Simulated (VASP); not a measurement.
## As: single point with PBE+D3(BJ)

The system is As, a slab with vacuum.

```
As
1.0
     3.34800    0.00000    0.00000
    -1.67400    2.89945    0.00000
     0.00000    0.00000   28.57424
As
2
Direct
  0.33333 0.66667 0.47904
  0.66667 0.33333 0.52096
```

```json
{"Program": "VASP 6.6.1", "Task": "single point", "Functional": "PBE", "Dispersion": "D3(BJ)", "Potentials or basis": "VASP PAW PBE potentials, release 64 (As_d)", "Cutoff": "400 eV", "k mesh": "9 × 9 × 1", "Occupations": "gaussian, width 0.02 eV", "Spin": "no spin polarisation", "Dipole correction": "yes", "Further INCAR settings": "ALGO = Normal; EDIFF = 1e-06; NBANDS = 22; NELMDL = -8"}
```

```
Largest force              : 4.618 eV/Å
Band gap on the k mesh     : 1.78 eV (least direct gap 2.12 eV)
Dispersion energy per atom : -0.245 eV
```

Forces on the atoms (eV/Å):
```
As   0.000  0.000 -4.618
As   0.000  0.000  4.618
```

Levels at points of the mesh, in eV from the valence-band top:
| k point | band 12 | band 13 | band 14 | band 15 | band 16 | band 17 | band 18 | band 19 |
| --- | --- | --- | --- | --- | --- | --- | --- | --- |
| (0.00, 0.00, 0.00) | -6.96 | -0.35 | -0.25 | -0.25 | 3.04 | 4.11 | 4.11 | 5.04 |

Wall time 100 s on 1 thread of AMD EPYC 7R43 64-Core Processor (Zen 3), on a shared host, peak memory 0.28 GiB.
